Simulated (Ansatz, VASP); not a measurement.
B: VASP beside Ansatz

```
B
1.0
     2.98713    0.00000    0.00000
    -1.49357    2.58693    0.00000
     0.00000    0.00000    4.12937
B
4
Direct
  0.00000 0.00000 0.25000
  0.00000 0.00000 0.75000
  0.33333 0.66667 0.75000
  0.66667 0.33333 0.25000
```

Alike in both runs: functional r2SCAN; k mesh 9 × 9 × 4; occupations gaussian, width 0.1 eV; no spin polarisation.

Ansatz relaxed the structure, and its values are those at the end. VASP's run is a single point on that final structure, the one shown.

```csv
,VASP,Ansatz
version,VASP 6.6.1,Ansatz 0.2.0
potentials or method,"VASP PAW PBE potentials, release 64 (B), cutoff 520 eV","scalar-relativistic, plane waves, PAW"
valence electrons in the cell,12,12
```

```csv
,VASP,Ansatz,Ansatz less VASP
gap on the k mesh at the Fermi level (eV),none,none,-
pressure (GPa),-0.2,-0.2,+0.01
```

VASP's potentials were made for PBE, not for r2SCAN. A gap of «none» marks a metal or a gap that the smearing closes.

The k mesh is coarse, so the values compare programs but aren't converged.
